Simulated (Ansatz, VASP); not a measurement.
**Si3C in VASP and in Ansatz**

```
Si C
1.0
     2.65117    0.00000    0.00000
     0.00000    2.65117    0.00000
     0.00000    0.00000    7.10681
Si C
3 1
Direct
  0.00000 0.00000 0.83181
  0.50000 0.50000 0.50000
  0.00000 0.00000 0.16819
  0.50000 0.50000 0.00000
```

Alike in both runs: task relaxation of cell and atoms; functional PBE; k mesh 18 × 18 × 8; occupations gaussian, width 0.1 eV; no spin polarisation.

|  | VASP | Ansatz |
| --- | --- | --- |
| version | VASP 6.6.1 | Ansatz 0.2.0 |
| potentials or method | VASP PAW PBE potentials, release 64 (Si, C), cutoff 600 eV | scalar-relativistic, plane waves, PAW |
| valence electrons in the cell | 16 | 16 |

```csv
,VASP,Ansatz,Ansatz less VASP
"gap on the k mesh at the Fermi level, each at its own relaxed structure (eV)",none,none,-
relaxed volume (Å³/atom),11.63,11.63,+0.006
relaxed cell length with the largest relative difference (Å),2.749,2.751,+0.0010
```

A gap of «none» marks a metal or a gap that the smearing closes.

Noted on VASP's run: too few bands were computed for a metal, which touches its energy and stress.
